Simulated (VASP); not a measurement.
The system is BN.

```
CELL_PARAMETERS angstrom
2.46448 0.00000 0.00000
-1.23224 2.13430 0.00000
0.00000 0.00000 6.54602
ATOMIC_POSITIONS crystal
N 0.66667 0.33333 0.25000
N 0.33333 0.66667 0.75000
B 0.66667 0.33333 0.75000
B 0.33333 0.66667 0.25000
```

Base run:

* Program: VASP 6.6.1
* Functional: r2SCAN
* Potentials or basis: VASP PAW PBE potentials, release 64 (N, B)
* Cutoff: 520 eV
* k mesh: 12 × 12 × 4
* Occupations: fermi-dirac, width 0.05 eV
* Spin: no spin polarisation

Its results: band gap on the k mesh 4.94 eV, indirect (least direct gap 5.39 eV); pressure 12.7 GPa.

Q: The run is repeated on the same cell with these changes: dispersion from none to D4. What comes out?

A: Band gap on the k mesh 4.94 eV, indirect (least direct gap 5.39 eV); pressure 11.6 GPa.

Dispersion adds attraction, which lowers the pressure at fixed volume and, as a term added to the energy, leaves the levels alone.

Caveats: the PAW data sets were made with another functional, which shifts forces and pressure a little.

A k mesh can miss the band edges.
